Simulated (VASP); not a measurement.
# BiO4 (P6/mmm) in VASP: relaxation of cell and atoms with PBE

Aim: the relaxation of cell and atoms of BiO4 with PBE.

Program: VASP 6.6.1. These are calculated values, not measurements. Logs are shortened: lines on timing, memory, paths and dates and some standing lists are left out, and cuts for length are marked.

## 1. The cell of the first run

It takes space group P6/mmm (No. 191, hexagonal). Conventional cell: a = 3.641 Å, b = 3.641 Å, c = 6.307 Å, α = 90.00°, β = 90.00°, γ = 120.00°. Bi (site symmetry 6/mmm) has 12 O at 2.53 Å within 3.3 Å. Within 2.9 Å of O (site symmetry 3m) lie 4 O at 2.10 to 2.83 Å and 3 Bi at 2.53 Å.

The cell was generated, and may not be a known phase.

## 2. Relaxation of cell and atoms, PBE

Input file INCAR:

```
SYSTEM = BiO4
PREC = Accurate
ENCUT = 600
EDIFF = 1E-6
ISMEAR = 0
SIGMA = 0.1
LREAL = .False.
LASPH = .True.
NELM = 60
ALGO = Normal
ISIF = 3
LWAVE = .False.
LCHARG = .False.
GGA = PE
IBRION = 2
NSW = 100
EDIFFG = -0.01
```

Input file KPOINTS:

```
Automatic mesh
0
Gamma
  12 12 6
  0 0 0
```

Input file POSCAR:

```
BiO4
1.0
    3.6413026463      0.0000000000      0.0000000000
   -1.8206513231      3.1534605946      0.0000000000
    0.0000000000      0.0000000000      6.3070723682
Bi O
1 4
Direct
    0.0000000000      0.0000000000      0.0000000000
    0.3333333333      0.6666666667      0.2244059698
    0.3333333333      0.6666666667      0.7755940302
    0.6666666667      0.3333333333      0.7755940302
    0.6666666667      0.3333333333      0.2244059698
```

Potentials or basis: VASP PAW PBE potentials, release 64 (Bi_d, O).

Command:

```sh
$ cat potpaw_PBE.64/Bi_d/POTCAR potpaw_PBE.64/O/POTCAR > POTCAR
$ mpirun -np 1 vasp_std > vasp.out
```

OUTCAR:

```text
SYSTEM = BiO4
   PREC = Accurate
   ENCUT = 600
   EDIFF = 1E-6
   ISMEAR = 0
   LREAL = .False.
   LASPH = .True.
   NELM = 60
   ISIF = 3
   GGA = PE
   IBRION = 2
   NSW = 100
   EDIFFG = -0.01

 ion  position               nearest neighbor table
   1  0.000  0.000  0.000-   2 2.53   3 2.53   4 2.53   5 2.53   4 2.53   5 2.53   2 2.53   3 2.53
                             4 2.53   5 2.53   2 2.53   3 2.53
   2  0.333  0.667  0.224-   1 2.53   1 2.53   1 2.53
   3  0.333  0.667  0.776-   1 2.53   1 2.53   1 2.53
   4  0.667  0.333  0.776-   1 2.53   1 2.53   1 2.53
   5  0.667  0.333  0.224-   1 2.53   1 2.53   1 2.53

  LATTYP: Found a hexagonal cell.
 ALAT       =     3.6413026463
 C/A-ratio  =     1.7320923254

  Lattice vectors:

 A1 = (   3.6413026463,   0.0000000000,   0.0000000000)
 A2 = (  -1.8206513231,   3.1534605946,   0.0000000000)
 A3 = (   0.0000000000,   0.0000000000,   6.3070723682)

Analysis of symmetry for initial positions (statically):
=====================================================================
 Subroutine PRICEL returns:
 Original cell was already a primitive cell.

 Routine SETGRP: Setting up the symmetry group for a
 hexagonal supercell.

 Subroutine GETGRP returns: Found 24 space group operations
 (whereof 24 operations were pure point group operations)
 out of a pool of 24 trial point group operations.

The static configuration has the point symmetry D_6h.

Analysis of symmetry for dynamics (positions and initial velocities):
=====================================================================
 Subroutine PRICEL returns:
 Original cell was already a primitive cell.

 Routine SETGRP: Setting up the symmetry group for a
 hexagonal supercell.

 Subroutine GETGRP returns: Found 24 space group operations
 (whereof 24 operations were pure point group operations)
 out of a pool of 24 trial point group operations.

The dynamic configuration has the point symmetry D_6h.

 Subroutine INISYM returns: Found 24 space group operations
 (whereof 24 operations are pure point group operations),
 and found     1 'primitive' translations

----------------------------------------------------------------------------------------

                                     Primitive cell

  volume of cell :      72.4222

  direct lattice vectors                    reciprocal lattice vectors
     3.641302646  0.000000000  0.000000000     0.274626994  0.158555969  0.000000000
    -1.820651323  3.153460595  0.000000000     0.000000000  0.317111938  0.000000000
     0.000000000  0.000000000  6.307072368     0.000000000  0.000000000  0.158552168

  length of vectors
     3.641302646  3.641302646  6.307072368     0.317111938  0.317111938  0.158552168

  position of ions in fractional coordinates (direct lattice)
     0.000000000  0.000000000  0.000000000
     0.333333333  0.666666667  0.224405970
     0.333333333  0.666666667  0.775594030
     0.666666667  0.333333333  0.775594030
     0.666666667  0.333333333  0.224405970

  ion indices of the primitive-cell ions
   primitive index   ion index
                 1           1
                 2           2
                 3           3
                 4           4
                 5           5

----------------------------------------------------------------------------------------

 KPOINTS: Automatic mesh

Automatic generation of k-mesh.
 Grid dimensions read from file:
 generate k-points for:   12   12    6

 Generating k-lattice:

  Cartesian coordinates                     Fractional coordinates (reciprocal lattice)
     0.022885583  0.013212997  0.000000000     0.083333333  0.000000000  0.000000000
     0.000000000  0.026425995  0.000000000     0.000000000  0.083333333  0.000000000
     0.000000000  0.000000000  0.026425361     0.000000000  0.000000000  0.166666667

  Length of vectors
     0.026425995  0.026425995  0.026425361

  Shift w.r.t. Gamma in fractional coordinates (k-lattice)
     0.000000000  0.000000000  0.000000000

 Subroutine IBZKPT returns following result:
 ===========================================

 Found     76 irreducible k-points:

 Following reciprocal coordinates:
            Coordinates               Weight
  0.000000  0.000000  0.000000      1.000000
  0.083333 -0.000000  0.000000      6.000000
  0.166667 -0.000000  0.000000      6.000000
  0.250000 -0.000000  0.000000      6.000000
  0.333333 -0.000000  0.000000      6.000000
  0.416667  0.000000  0.000000      6.000000
[... 16 lines left out ...]
  0.250000 -0.000000  0.166667     12.000000
  0.333333 -0.000000  0.166667     12.000000
 [... further k-points ...]
   k-points           NKPTS =     76   k-points in BZ     NKDIM =     76   number of bands    NBANDS=     23
   number of dos      NEDOS =    301   number of ions     NIONS =      5
   total plane-waves  NPLWV =  45000
   dimension x,y,z NGX =    30 NGY =   30 NGZ =   50
   dimension x,y,z NGXF=    60 NGYF=   60 NGZF=  100
   ions per type =               1   4
   NGX,Y,Z   is equivalent  to a cutoff of  13.70, 13.70, 13.18 a.u.
   NGXF,Y,Z  is equivalent  to a cutoff of  27.39, 27.39, 26.36 a.u.
 SYSTEM =  BiO4
   PREC   = accura    normal or accurate (medium, high low for compatibility)
   ISTART =      0    job   : 0-new  1-cont  2-samecut
   ICHARG =      2    charge: 1-file 2-atom 10-const
   ISPIN  =      1    spin polarized calculation?
   LNONCOLLINEAR =      F non collinear calculations
   LSORBIT =      F    spin-orbit coupling
   LASPH  =      T    aspherical Exc in radial PAW
   ENCUT  =  600.0 eV  44.10 Ry    6.64 a.u.   7.27  7.27 12.60*2*pi/ulx,y,z
   NELM   =     60;   NELMIN=  2; NELMDL= -5     # of ELM steps
   EDIFF  = 0.1E-05   stopping-criterion for ELM
   LREAL  =      F    real-space projection
   EDIFFG = -.1E-01   stopping-criterion for IOM
   NSW    =    100    number of steps for IOM
   IBRION =      2    ionic relax: 0-MD 1-quasi-New 2-CG
   NFREE  =      1    steps in history (QN), initial steepest desc. (CG)
   ISIF   =      3    stress and relaxation
   ISYM   =      2    0-nonsym 1-usesym 2-fastsym
   POTIM  = 0.5000    time-step for ionic-motion
   TEBEG  =    0.0;   TEEND  =   0.0 temperature during run
   PSTRESS=    0.0 pullay stress
   NELECT =      39.0000    total number of electrons
   NUPDOWN=      -1.0000    fix difference up-down
   EMIN   =  10.00;   EMAX   =-10.00  energy-range for DOS
   EFERMI =   0.00;   METHOD = LEGACY
   ISMEAR =     0;   SIGMA  =   0.10  broadening in eV -4-tet -1-fermi 0-gaus
   EFERMI_NEDOS =   21; number of points for ismear=-14 and -15
   IALGO  =     38    algorithm
   IMIX   =      4    mixing-type and parameters
     AMIX     =   0.40;   BMIX     =  1.00
     AMIX_MAG =   1.60;   BMIX_MAG =  1.00
  volume/ion in A,a.u.               =      14.48        97.75
  Fermi-wavevector in a.u.,A,eV,Ry     =   1.331902  2.516930 24.136242  1.773964
  Thomas-Fermi vector in A             =   2.460878
   LORBIT       =      0    0 simple, 1 ext, 2 COOP (PROOUT), +10 PAW based schemes
   GGA     = PE    functional components
   LHFCALC =     F    Hartree Fock is set to
   AEXX    =    0.0000 exact exchange contribution
   IVDW    =     0    specifies the selected vdW correction
   LEPSILON=     F    determine dielectric tensor
   LRPA    =     F    only Hartree local field effects (RPA)
 conjugate gradient relaxation of ions
 non-spin polarized calculation
 Gauss-broadening in eV      SIGMA  =   0.10
  energy-cutoff  :      600.00
  volume of cell :       72.42
 maximum number of plane-waves:      2438
 NGX is ok and might be reduce to    30
   NGX = 15   NGY = 15   NGZ = 25

--------------------------------------- Ionic step        1  -------------------------------------------

 number of electron      38.9999989 magnetization

 Free energy of the ion-electron system (eV)
  ---------------------------------------------------
  ext. energy  EPLUGINS =         0.00000000
  ---------------------------------------------------
  free energy    TOTEN  =       -20.62442266 eV

  energy without entropy =      -20.60872016  energy(sigma->0) =      -20.61657141

------------------------ aborting loop because EDIFF is reached ----------------------------------------

  FORCE on cell =-STRESS in cart. coord.  units (eV):
  Direction    XX          YY          ZZ          XY          YZ          ZX
  --------------------------------------------------------------------------------------
  -------------------------------------------------------------------------------------
  Total       -0.2488149     -0.2488149     -0.3459445     -0.0000000     -0.0000000      0.0000000
  in kB       -5.5044624     -5.5044624     -7.6532340     -0.0000000     -0.0000000      0.0000000
  external PRESSURE =      -6.2207196 kB  Pullay stress =       0.0000000 kB
[... 141 lines left out ...]
  energy  without entropy=      -20.6107550736  energy(sigma->0) =      -20.61838307

--------------------------------------- Ionic step        5  -------------------------------------------

 number of electron      38.9999993 magnetization

 Free energy of the ion-electron system (eV)
  ---------------------------------------------------
  ext. energy  EPLUGINS =         0.00000000
  ---------------------------------------------------
  free energy    TOTEN  =       -20.62607961 eV

  energy without entropy =      -20.61090837  energy(sigma->0) =      -20.61849399

 E-fermi :   2.2222     XC(G=0):  -9.7053

 val. band max:        2.2119257348   @ k =   0.0000   0.0000   0.0000
 cond. band min:       2.2454403755   @ k =   0.1667   0.0833   0.0000
 fundamental gap:      0.0335146407
 Fermi energy:         2.2221666000

 k-point     1 :       0.0000    0.0000    0.0000
  band No.  band energies     occupation
      1     -20.1321      2.00000
      2     -20.1272      2.00000
      3     -20.1272      2.00000
      4     -20.0657      2.00000
      5     -20.0657      2.00000
      6     -17.2985      2.00000
[... 613 lines left out ...]
     22       3.0134      0.00000
     23       7.4854      0.00000

 [... further k-points ...]

------------------------ aborting loop because EDIFF is reached ----------------------------------------

  FORCE on cell =-STRESS in cart. coord.  units (eV):
  Direction    XX          YY          ZZ          XY          YZ          ZX
  --------------------------------------------------------------------------------------
  -------------------------------------------------------------------------------------
  Total       -0.0252341     -0.0252341      0.0395238     -0.0000000      0.0000000      0.0000000
  in kB       -0.5613152     -0.5613152      0.8791812     -0.0000000      0.0000000      0.0000000
  external PRESSURE =      -0.0811497 kB  Pullay stress =       0.0000000 kB
[... 20 lines left out ...]
  FREE ENERGIE OF THE ION-ELECTRON SYSTEM (eV)
  ---------------------------------------------------
  free  energy   TOTEN  =       -20.6260796112 eV

  energy  without entropy=      -20.6109083726  energy(sigma->0) =      -20.61849399

 reached required accuracy - stopping structural energy minimisation
```

Wall time 10 min (1 thread of AMD EPYC 7R13, shared host); peak memory 0.27 GiB.

Results:

| Property | Result |
| --- | --- |
| Free energy | -20.6261 eV |
| Relaxed volume | 14.41 Å³/atom |
| Relaxed cell | a = 3.641 Å, b = 3.641 Å, c = 6.274 Å, α = 90.00°, β = 90.00°, γ = 120.00° |
| Space group after relaxing (to 0.1 Å) | P6/mmm (No. 191) |
| Energy gained by relaxing | 0.3 meV/atom |
| Ionic steps | 5 |
| Pressure after relaxing | 0.0 GPa |
| Band gap on the k mesh | zero (an odd number of electrons rules out a gap without spin polarisation) |

The path:
```tsv
step	energy change (eV)	largest force (eV/Å)	pressure (GPa)	volume (Å³)
1	0.0000	0.0686	-0.62	72.42
2	-0.0012	0.0091	0.33	71.83
3	-0.0013	0.0225	0.11	71.96
4	-0.0016	0.0124	0.06	71.99
5	-0.0017	0.0003	-0.01	72.03
```

Final structure:
```
Bi O
1.0
     3.64099    0.00000    0.00000
    -1.82049    3.15319    0.00000
     0.00000    0.00000    6.27367
Bi O
1 4
Direct
  0.00000 0.00000 0.00000
  0.33333 0.66667 0.22347
  0.33333 0.66667 0.77653
  0.66667 0.33333 0.77653
  0.66667 0.33333 0.22347
```

Caveat: spin-orbit coupling is left out, which moves the levels of the heavy elements; an odd number of electrons without spin polarisation forces a metal; a magnetic or distorted state may lie lower.

The gap in the log of VASP goes by the Fermi energy; the results here count the filled bands.